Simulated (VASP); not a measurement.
# Si16Ge (a cell with a defect) in VASP: notebook, part 2 of 3

VASP 6.6.1.

## 3. Single point, PBEsol

INCAR

```
PREC = Accurate
ENCUT = 520
EDIFF = 1E-7
ISMEAR = 0
SIGMA = 0.05
LREAL = Auto
LASPH = True
NELM = 100
ALGO = Normal
ISIF = 2
LWAVE = False
LCHARG = False
GGA = PS
NBANDS = 53
```

KPOINTS

```
regular mesh
0
Gamma
  2 2 2
```

POSCAR

```
Si16Ge
1.0
    0.0000000000      5.4300000000      5.4300000000
    5.4300000000      0.0000000000      5.4300000000
    5.4300000000      5.4300000000      0.0000000000
Si Ge
16 1
Direct
    0.0008921793      0.0007399340      0.0006829523
    0.1250131232      0.1249876867      0.1249760343
    0.0007941819      0.0006360409      0.4976989172
    0.1206595070      0.1204961441      0.6293297144
    0.0008136307      0.4976984775      0.0005981514
    0.1206459753      0.6293894768      0.1204274599
   -0.0110777312      0.5036739540      0.5036799515
    0.1207215450      0.6292539604      0.6292167973
    0.4976908072      0.0007128393      0.0006554072
    0.6295415008      0.1204618117      0.1204067869
    0.5038591378     -0.0116384496      0.5039152966
    0.6294321784      0.1205111566      0.6292959383
    0.5039306627      0.5039808033     -0.0118379452
    0.6294571207      0.6293581024      0.1204400030
    0.5036296732      0.5035847559      0.5035817090
    0.6252815501      0.6246757076      0.6244587629
    0.3754458180      0.3745070382      0.3741546929
```

Potentials or basis: VASP PAW PBE potentials, release 64 (Si, Ge_d).

On the command line:

```console
> cat potpaw_PBE.64/Si/POTCAR potpaw_PBE.64/Ge_d/POTCAR > POTCAR
> mpirun -np 1 vasp_std > vasp.out
```

OUTCAR:

```text
PREC = Accurate
   ENCUT = 520
   EDIFF = 1E-7
   ISMEAR = 0
   LREAL = Auto
   LASPH = True
   NELM = 100
   ISIF = 2
   GGA = PS

 ion  position               nearest neighbor table
   1  0.001  0.001  0.001-   6 2.33  10 2.33   4 2.33   2 2.34
   2  0.125  0.125  0.125-   1 2.34   9 2.34   5 2.34   3 2.34
   3  0.001  0.001  0.498-   4 2.33  12 2.33   8 2.33   2 2.34
   4  0.121  0.120  0.629-   3 2.33   1 2.33   7 2.40  11 2.40  17 2.76
   5  0.001  0.498  0.001-   6 2.33  14 2.33   8 2.33   2 2.34
   6  0.121  0.629  0.120-   5 2.33   1 2.33   7 2.40  13 2.40  17 2.76
   7  0.989  0.504  0.504-  16 2.28   8 2.40   4 2.40   6 2.40  17 2.42
   8  0.121  0.629  0.629-   3 2.33   5 2.33  15 2.40   7 2.40  17 2.77
   9  0.498  0.001  0.001-  10 2.33  14 2.33  12 2.33   2 2.34
  10  0.630  0.120  0.120-   9 2.33   1 2.33  11 2.40  13 2.40  17 2.76
  11  0.504  0.988  0.504-  16 2.28  12 2.40   4 2.40  10 2.40  17 2.42
  12  0.629  0.121  0.629-   3 2.33   9 2.33  15 2.40  11 2.40  17 2.76
  13  0.504  0.504  0.988-  16 2.28  14 2.40   6 2.40  10 2.40  17 2.42
  14  0.629  0.629  0.120-   5 2.33   9 2.33  15 2.40  13 2.40  17 2.76
  15  0.504  0.504  0.504-  16 2.28   8 2.40  12 2.40  14 2.40  17 2.42
  16  0.625  0.625  0.624-  15 2.28   7 2.28  11 2.28  13 2.28
  17  0.375  0.375  0.374-  13 2.42  11 2.42   7 2.42  15 2.42  10 2.76   6 2.76   4 2.76  14 2.76
                            12 2.76   8 2.77

  LATTYP: Found a face centered cubic cell.
 ALAT       =    10.8600000000

  Lattice vectors:

 A1 = (   0.0000000000,   5.4300000000,   5.4300000000)
 A2 = (   5.4300000000,   0.0000000000,   5.4300000000)
 A3 = (   5.4300000000,   5.4300000000,   0.0000000000)

Analysis of symmetry for initial positions (statically):
=====================================================================
 Subroutine PRICEL returns:
 Original cell was already a primitive cell.

 Routine SETGRP: Setting up the symmetry group for a
 face centered cubic supercell.

 Subroutine GETGRP returns: Found  1 space group operations
 (whereof  1 operations were pure point group operations)
 out of a pool of 48 trial point group operations.

The static configuration has the point symmetry C_1 .
[... 153 lines left out ...]
   AEXX    =    0.0000 exact exchange contribution
   IVDW    =     0    specifies the selected vdW correction
   LEPSILON=     F    determine dielectric tensor
   LRPA    =     F    only Hartree local field effects (RPA)
 non-spin polarized calculation
 Gauss-broadening in eV      SIGMA  =   0.05
  energy-cutoff  :      520.00
  volume of cell :      320.21
 maximum number of plane-waves:      8646
 NGX is ok and might be reduce to    60
   NGX = 29   NGY = 29   NGZ = 29

 number of electron      77.9999998 magnetization

 Free energy of the ion-electron system (eV)
  ---------------------------------------------------
  ext. energy  EPLUGINS =         0.00000000
  ---------------------------------------------------
  free energy    TOTEN  =       -92.78718052 eV

  energy without entropy =      -92.77898502  energy(sigma->0) =      -92.78308277

 E-fermi :   6.7945     XC(G=0):  -9.8840

 val. band max:        6.5597084200   @ k =   0.0000   0.0000   0.0000
 cond. band min:       6.7965184994   @ k =   0.0000   0.0000   0.0000
 fundamental gap:      0.2368100793
 Fermi energy:         6.7945119116

 k-point     1 :       0.0000    0.0000    0.0000
  band No.  band energies     occupation
      1     -18.2741      2.00000
      2     -18.2740      2.00000
      3     -18.2740      2.00000
      4     -18.2601      2.00000
      5     -18.2601      2.00000
      6      -6.6129      2.00000
[... 421 lines left out ...]
     50      10.2128      0.00000
     51      10.2141      0.00000
 [bands above 51 left out]

------------------------ aborting loop because EDIFF is reached ----------------------------------------

  FORCE on cell =-STRESS in cart. coord.  units (eV):
  Direction    XX          YY          ZZ          XY          YZ          ZX
  --------------------------------------------------------------------------------------
  -------------------------------------------------------------------------------------
  Total        9.4305829      9.4365534      9.4379368      0.0016473     -0.0023083     -0.0001890
  in kB       47.1867033     47.2165770     47.2234989      0.0082422     -0.0115497     -0.0009455
  external PRESSURE =      47.2089264 kB  Pullay stress =       0.0000000 kB

 VOLUME and BASIS-vectors are now :
 -----------------------------------------------------------------------------
  energy-cutoff  :      520.00
  volume of cell :      320.21
      direct lattice vectors                 reciprocal lattice vectors
     0.000000000  5.430000000  5.430000000    -0.092081031  0.092081031  0.092081031
     5.430000000  0.000000000  5.430000000     0.092081031 -0.092081031  0.092081031
     5.430000000  5.430000000  0.000000000     0.092081031  0.092081031 -0.092081031

 POSITION                                       TOTAL-FORCE (eV/Angst)
 -----------------------------------------------------------------------------------
      0.00773      0.00855      0.00886        -0.001300     -0.000811     -0.000461
      1.35730      1.35744      1.35750         0.001256      0.000460      0.000076
      2.70596      2.70682      0.00777        -0.001585     -0.000948      0.000916
      4.07155      4.07244      1.30948         0.001692      0.001513      0.006478
      2.70575      0.00767      2.70692        -0.001324      0.000537     -0.000707
      4.07151      1.30903      4.07269         0.001008      0.007033      0.001208
[... 9 lines left out ...]
      6.78280      6.78609      6.78727         0.008370      0.002626      0.000510
      4.06523      4.07033      4.07224         0.018021      0.005446      0.000003
 -----------------------------------------------------------------------------------
    total drift:                                0.001911     -0.001012     -0.001089

  FREE ENERGIE OF THE ION-ELECTRON SYSTEM (eV)
  ---------------------------------------------------
  free  energy   TOTEN  =       -92.7871805162 eV

  energy  without entropy=      -92.7789850151  energy(sigma->0) =      -92.78308277
```

OSZICAR:

```text
N       E                     dE             d eps       ncg     rms          rms(c)
DAV:   1     0.400591182434E+03    0.40059E+03   -0.29881E+04  1050   0.160E+03
DAV:   2    -0.260378291246E+02   -0.42663E+03   -0.39383E+03   920   0.399E+02
DAV:   3    -0.910777791010E+02   -0.65040E+02   -0.62089E+02  1066   0.104E+02
DAV:   4    -0.945752186769E+02   -0.34974E+01   -0.34490E+01  1072   0.277E+01
DAV:   5    -0.946827357973E+02   -0.10752E+00   -0.10728E+00  1051   0.499E+00    0.147E+01
DAV:   6    -0.933530807192E+02    0.13297E+01   -0.76866E-01  1024   0.302E+00    0.875E+00
DAV:   7    -0.927862766275E+02    0.56680E+00   -0.12525E+00  1003   0.359E+00    0.600E-01
DAV:   8    -0.927865801893E+02   -0.30356E-03   -0.81282E-02  1048   0.139E+00    0.309E-01
DAV:   9    -0.927869709877E+02   -0.39080E-03   -0.36222E-03  1091   0.260E-01    0.186E-01
DAV:  10    -0.927871444432E+02   -0.17346E-03   -0.27711E-04  1216   0.104E-01    0.582E-02
DAV:  11    -0.927871795603E+02   -0.35117E-04   -0.71089E-05  1019   0.446E-02    0.148E-02
DAV:  12    -0.927871799158E+02   -0.35549E-06   -0.68431E-06  1160   0.123E-02    0.958E-03
DAV:  13    -0.927871804285E+02   -0.51267E-06   -0.18531E-06  1011   0.591E-03    0.315E-03
DAV:  14    -0.927871805162E+02   -0.87669E-07   -0.10874E-07   688   0.203E-03
   1 F= -.92787181E+02 E0= -.92783083E+02  d E =-.819550E-02
```

It took 1.9 min on 1 thread of Intel Xeon 6975P-C (Granite Rapids), shared host; peak memory 0.49 GiB.

What came out:

| Quantity | Value |
| --- | --- |
| Free energy | -92.7872 eV |
| Pressure | 4.7 GPa |
| Largest force | 0.019 eV/Å |
| Band gap on the k mesh | zero (bands 39 and 40 overlap by 0.31 eV) |

Forces on the atoms (eV/Å):
```
Si  -0.001 -0.001  0.000
Si   0.001  0.000  0.000
Si  -0.002 -0.001  0.001
Si   0.002  0.002  0.006
Si  -0.001  0.001 -0.001
Si   0.001  0.007  0.001
Si  -0.012  0.001  0.003
Si  -0.003  0.000  0.000
Si  -0.001  0.000  0.000
Si   0.010  0.000  0.000
Si  -0.005 -0.006  0.004
Si   0.001 -0.005 -0.001
Si  -0.006  0.001 -0.004
Si   0.001  0.000 -0.006
Si  -0.012 -0.006 -0.004
Si   0.008  0.003  0.001
Ge   0.018  0.005  0.000
```

Levels at points of the mesh, in eV from the Fermi level:
```csv
k point,band 37,band 38,band 39,band 40,band 41,band 42
"(0.00, 0.00, 0.00)",-0.72,-0.72,-0.24,-0.24,-0.23,0.00
"(0.50, 0.00, 0.00)",-1.38,-1.38,-0.31,0.52,0.53,0.87
"(0.00, 0.50, 0.00)",-1.39,-1.38,-0.31,0.52,0.53,0.87
"(0.00, 0.00, 0.50)",-1.39,-1.38,-0.31,0.53,0.53,0.87
"(0.50, 0.50, 0.50)",-1.38,-1.38,-0.30,0.52,0.53,0.87
"(0.50, 0.50, 0.00)",-1.82,-1.26,0.07,0.81,1.06,1.07
"(0.00, 0.50, 0.50)",-1.82,-1.26,0.07,0.81,1.06,1.07
"(0.50, 0.00, 0.50)",-1.82,-1.26,0.07,0.81,1.06,1.07
```

Caveat: the k points lie up to 0.50 Å⁻¹ apart; the PAW data sets were made with another functional, which shifts forces and pressure a little.

(Part 2 of 3 ends here.)
